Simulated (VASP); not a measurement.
Set up this calculation in VASP 6.6.1, as the native input.

- Task: relaxation of shape and atoms at fixed volume
- Functional: PBE
- Dispersion: D3(BJ)
- Potentials or basis: VASP PAW PBE potentials, release 64 (Ti_sv, Te)
- Cutoff: 600 eV
- k mesh: 15 × 15 × 8
- Occupations: gaussian, width 0.3 eV
- Spin: no spin polarisation
- Dipole correction: no
- Further INCAR settings: ALGO = Normal; EDIFF = 1e-06; IBRION = 2; EDIFFG = -0.01; NSW = 50; ISIF = 4

The structure of TiTe2 lies in POSCAR:

```
TiTe2
1.0
    3.5891947288      0.0000000000      0.0000000000
   -1.7945973644      3.1083338142      0.0000000000
    0.0000000000      0.0000000000      6.1668544224
Ti Te
1 2
Direct
    0.0000000000      0.0000000000      0.0000000000
    0.6666666667      0.3333333333      0.2787029775
    0.3333333333      0.6666666667      0.7212970225
```

The input as run:

INCAR

```
SYSTEM = TiTe2
PREC = Accurate
ENCUT = 600
EDIFF = 1E-6
ISMEAR = 0
SIGMA = 0.3
LREAL = .False.
LASPH = .True.
NELM = 100
ALGO = Normal
ISIF = 4
LWAVE = .False.
LCHARG = .False.
GGA = PE
IVDW = 12
IBRION = 2
NSW = 50
EDIFFG = -0.01
```

KPOINTS

```
regular mesh
0
Gamma
  15 15 8
  0 0 0
```

Potentials or basis: VASP PAW PBE potentials, release 64 (Ti_sv, Te).

The run is started by

```bash
$ cat potpaw_PBE.64/Ti_sv/POTCAR potpaw_PBE.64/Te/POTCAR > POTCAR
$ mpirun -np 1 vasp_std > vasp.out
```

It gave:

```json
{
  "Energy gained by relaxing": "2.0 meV/atom",
  "Ionic steps": "6",
  "Pressure after relaxing": "5.2 GPa",
  "Largest force after relaxing": "0.005 eV/Å",
  "Band gap on the k mesh": "zero (bands 12 and 13 overlap by 0.89 eV)",
  "Dispersion energy per atom": "-0.574 eV"
}
```

Caveat: so wide a smearing shifts energies and pressures; spin-orbit coupling is left out, which moves the levels of the heavy elements.

It took 8.8 min on 1 thread of Intel(R) Xeon(R) Platinum 8488C (Sapphire Rapids), on a shared host, peak memory 0.42 GiB.
